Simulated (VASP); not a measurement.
Runs of VASP 6.6.1 on AlN. The structure is that of space group P6_3/mmc (No. 194), or close to it. The cells are those of the table. 

| task | cell | cutoff (eV) | gap on the mesh (eV) | pressure (GPa) |
| --- | --- | --- | --- | --- |
| single point | a = 3.302, b = 3.302, c = 4.141 Å, angles 90.0, 90.0, 120.0°, 4 atoms | 520 | (b) | (a) |
| single point | a = 3.225, b = 3.225, c = 4.006 Å, angles 90.0, 90.0, 120.0°, 4 atoms | 520 | 3.93 | 20.0 |
| relaxation of cell and atoms | relaxed to 10 GPa from a = 3.312, b = 3.312, c = 4.188 Å, angles 90.0, 90.0, 120.0°, 4 atoms | 600 | 3.67 | 10.0 |
| relaxation of cell and atoms | relaxed to 20 GPa from a = 3.312, b = 3.312, c = 4.188 Å, angles 90.0, 90.0, 120.0°, 4 atoms | 600 | 3.94 | 20.0 |
| relaxation of cell and atoms | relaxed to 5 GPa from a = 3.312, b = 3.312, c = 4.188 Å, angles 90.0, 90.0, 120.0°, 4 atoms | 600 | 3.52 | 5.0 |
| single point | a = 3.261, b = 3.261, c = 4.066 Å, angles 90.0, 90.0, 120.0°, 4 atoms | 520 | (c) | 10.0 |
| relaxation of cell and atoms | relaxed from a = 3.312, b = 3.312, c = 4.188 Å, angles 90.0, 90.0, 120.0°, 4 atoms | 600 | 3.35 | 0.1 |
| single point | a = 3.281, b = 3.281, c = 4.101 Å, angles 90.0, 90.0, 120.0°, 4 atoms | 520 | 3.51 | 5.0 |

Alike in all rows: level PBEsol; potentials or basis VASP PAW PBE potentials, release 64 (Al, N); no spin polarisation; k mesh 6 × 6 × 4; smearing gaussian 0.01 eV.

Task: Estimate the missing entries.

Result: (a) -0.1; (b) 3.34; (c) 3.66.

Caveats: the PAW data sets were made with another functional, which shifts forces and pressure a little; the cell is relaxed towards a set pressure, so the enthalpy falls and the energy may rise (some runs).

A k mesh can miss the band edges.
